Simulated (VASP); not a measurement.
Input of a VASP 6.6.1 run:

The input INCAR:

```
PREC = Accurate ; ENCUT = 520
EDIFF = 1E-7 ; ISMEAR = -1
SIGMA = 0.2482 ; LREAL = Auto
LASPH = T ; NELM = 100
ALGO = Normal ; ISIF = 2
LWAVE = F ; LCHARG = T
GGA = PE ; LELF = T
LVHAR = T ; ISYM = 0
NBANDS = 69
```

File KPOINTS:

```
Automatic mesh
0
Gamma
  1 1 1
  0.25 0.25 0.25
```

File POSCAR:

```
Si11N12
1.0
    6.4418990000      0.1209050000      0.0829390000
    0.1209050000      6.5958520000      0.1101930000
    0.0829390000      0.1101930000      6.6182720000
Si N
11 12
Direct
    0.7305690132      0.6003081075      0.3767582513
    0.0134455555      0.0785437001      0.6234674056
    0.5477129024     -0.0164644569      0.1742296943
    0.7597172975      0.3525548992      0.8943711780
    0.5032451316      0.1171438701      0.6287923672
    0.2798001644      0.8229416077     -0.1136395951
    0.8303794368      0.8283304365      0.9277450283
    0.5823024450      0.6193035090      0.6958194686
    0.3139999462      0.3115401160      0.9321947811
    0.0679623375      0.0033925091      0.2707569953
    0.0139077839      0.3298775420      0.2025177125
    0.5675657423      0.1940805744      0.0482945313
    0.3551296495      0.5464268126      0.7805728583
    0.7367222389      0.3477107261      0.3719574696
    0.4367782098      0.0084151151      0.3979606407
    0.2724771146      0.1787498729      0.7335896796
    0.0437279849      0.8085501050      0.7436065914
    0.5811092283      0.8701864589      0.7518435213
    0.1849934682      0.6711954187      0.3528964645
    0.6043805575      0.7017902435      0.1680577511
    0.1870516022      0.4911371040      0.2689270336
    0.8455530920      0.9821799075      0.1481681807
    0.7761148536      0.2015950621      0.5757683343
```

Potentials or basis: VASP PAW PBE potentials, release 64 (Si, N).

Run with:

```console
$ cat potpaw_PBE.64/Si/POTCAR potpaw_PBE.64/N/POTCAR > POTCAR
$ mpirun -np 1 vasp_std > vasp.out
```

Problem. Estimate the pressure.

Solution. 0.7 GPa.

Problem. Estimate the largest force.

Solution. 9.208 eV/Å.

Forces in eV/Å, atoms in the order of the input:
```
Si  -1.348  1.950  0.152
Si   2.297 -1.643 -0.235
Si   1.362 -4.188  2.758
Si   0.456 -0.719  1.750
Si   2.067 -3.974 -4.448
Si   0.842 -1.585  0.346
Si  -1.130 -0.708  0.727
Si   1.983 -0.396 -0.842
Si   0.489  2.909  3.335
Si   3.062 -2.388  1.530
Si  -1.948 -0.455 -2.777
N   -2.645  6.313 -6.160
N   -2.179  0.193  2.996
N    3.084 -2.846 -0.074
N   -0.913  1.511  2.174
N   -3.023 -2.340 -1.846
N   -1.889  2.723  1.004
N    0.728  1.539  2.252
N   -0.435 -3.601 -1.817
N    0.837  0.765 -1.872
N    0.987  6.154  2.861
N   -0.154 -1.391 -2.146
N   -2.530  2.177  0.333
```

Caveat: the k points lie up to 0.98 Å⁻¹ apart.
